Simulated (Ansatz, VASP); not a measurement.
## AgCl: VASP beside Ansatz

File INCAR:

```
PREC     = Accurate       # precision mode
ENCUT    = 520            # plane-wave cutoff, eV
EDIFF    = 1E-8           # SCF threshold, eV
ISMEAR   = -1             # smearing method
SIGMA    = 0.03           # smearing width, eV
LREAL    = F              # projectors in reciprocal space
LASPH    = T              # aspherical terms in the spheres
NELM     = 100            # most SCF steps
ALGO     = Normal         # electronic algorithm
ISIF     = 2              # what is computed and relaxed
LWAVE    = F              # write WAVECAR
LCHARG   = F              # write CHGCAR
GGA      = PS             # functional
LEFG     = T            
NBANDS   = 26             # bands
```

File KPOINTS:

```
Automatic mesh
0
Gamma
  9 9 8
```

Contents of POSCAR:

```
AgCl
1.0
    1.8583528837     -5.5193015266      0.0000000000
    1.8583528837      5.5193015266      0.0000000000
    0.0000000000      0.0000000000      3.8977007353
Ag Cl
2 2
Direct
    0.3965554000      0.6034446000      0.7500000000
    0.6034446000      0.3965554000      0.2500000000
    0.8654487300      0.1345512700      0.2500000000
    0.1345512700      0.8654487300      0.7500000000
```

Input for Ansatz:

```yaml
crystal:
  lattice:
    - [1.8583528837, -5.5193015266, 0.0]
    - [1.8583528837, 5.5193015266, 0.0]
    - [0.0, 0.0, 3.8977007353]
  atoms:
    - { symbol: Ag, position: [0.3965554, 0.6034446, 0.75] }
    - { symbol: Ag, position: [0.6034446, 0.3965554, 0.25] }
    - { symbol: Cl, position: [0.86544873, 0.13455127, 0.25] }
    - { symbol: Cl, position: [0.13455127, 0.86544873, 0.75] }
kpoints:
  mp_grid: { grid: [9, 9, 8] }
scf:
  occupations: { method: fermi_dirac, width: 0.03 }
hamiltonian:
  xc: pbesol
  pseudopotentials: { kind: all_electron, datasets: crystal }
output:
  forces: true
  stress: true
  eigenvalues: true
  efg: { contact_densities: true }
```

Change from the starting cell: volume scaled by 0.98, crystal datasets.

Alike in both runs: task electric field gradients; functional PBEsol; k mesh 9 × 9 × 8; occupations fermi-dirac, width 0.03 eV; no spin polarisation.

```csv
,VASP,Ansatz
version,VASP 6.6.1,Ansatz 0.2.0
potentials or method,"VASP PAW PBE potentials, release 64 (Ag, Cl), cutoff 520 eV","all-electron PAW with datasets made for the crystal, scalar-relativistic"
```

VASP gave:

| Quantity | Value |
| --- | --- |
| pressure (GPa) | -2.0 |
| traceless stress, the component that is largest in VASP (GPa) | 0.35 |
| rms of the force components (eV/Å) | 0.014 |
| size of Vzz on the site where it differs most (V/Å²) | 52.8 |

What did Ansatz give for the same quantities?

Pressure (GPa): -1.9; traceless stress, the component that is largest in VASP (GPa): 0.31; rms of the force components (eV/Å): 0.013; size of Vzz on the site where it differs most (V/Å²): 48.8.

VASP's potentials were made for PBE, not for PBEsol. Atom by atom the forces differ by 0.002 eV/Å (rms over components). Ansatz ran all-electron here, and VASP with PAW potentials.
